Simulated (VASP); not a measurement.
Crystal: Sb.

```
CELL_PARAMETERS angstrom
2.89643 0.00000 0.00000
0.00000 2.89643 0.00000
0.00000 0.00000 2.89643
ATOMIC_POSITIONS crystal
Sb 0.00000 0.00000 0.00000
```

```yaml
Program: VASP 6.6.1
Task: relaxation of cell and atoms
Functional: PBE
Potentials_or_basis: VASP PAW PBE potentials, release 64 (Sb)
Cutoff: 600 eV
k_mesh: 13 × 13 × 13
Occupations: fermi-dirac, width 0.05 eV
Spin: no spin polarisation
```

At the start: pressure 19.6 GPa; volume 24.30 Å³/atom.

Where does the relaxation end?

Over 4 steps the energy falls by 287.6 meV/atom and the volume is 30.00 Å³/atom (+23.4 %); space group Pm-3m (No. 221, to 0.05 Å).

The path:
```csv
step,energy change (eV),largest force (eV/Å),pressure (GPa),volume (Å³)
1,0.0000,0.0000,19.64,24.30
2,-0.1227,0.0000,-6.91,36.35
3,-0.2874,0.0000,-0.25,30.12
4,-0.2876,0.0000,-0.02,30.00
```

Final structure:
```
Sb
1.0
     3.10709    0.00000    0.00000
     0.00000    3.10709    0.00000
     0.00000    0.00000    3.10709
Sb
1
Direct
  0.00000 0.00000 0.00000
```

Caveat: the volume moved by over 15 % at a fixed basis, so the end points are rough.
